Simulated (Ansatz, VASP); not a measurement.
## One calculation of Pd, two programs

```
Pd
1.0
     0.00000    1.94650    1.94650
     1.94650    0.00000    1.94650
     1.94650    1.94650    0.00000
Pd
1
Direct
  0.00000 0.00000 0.00000
```

Alike in both runs: task relaxation of cell and atoms; functional r2SCAN; k mesh 20 × 20 × 20; occupations methfessel-paxton of order 1, width 0.1 eV; no spin polarisation.

|  | VASP | Ansatz |
| --- | --- | --- |
| version | VASP 6.6.1 | Ansatz 0.2.0 |
| potentials or method | VASP PAW PBE potentials, release 64 (Pd) | scalar-relativistic, plane waves, PAW |
| plane-wave cutoff (eV) | 600 | 500 |
| valence electrons in the cell | 10 | 18 |

Ansatz gave:

| Quantity | Value |
| --- | --- |
| gap on the k mesh at the Fermi level, each at its own relaxed structure (eV) | none |
| relaxed volume (Å³/atom) | 14.91 |
| relaxed cell length with the largest relative difference (Å) | 2.763 |

**Question.** What did VASP give for the same quantities?

**Answer.** gap on the k mesh at the Fermi level, each at its own relaxed structure (eV): none; relaxed volume (Å³/atom): 14.96; relaxed cell length with the largest relative difference (Å): 2.766.

VASP's potentials were made for PBE, not for r2SCAN. A gap of «none» marks a metal or a gap that the smearing closes. VASP's potentials hold 10 valence electrons a cell and Ansatz's 18, so a difference there can come from the potentials and not from the codes.
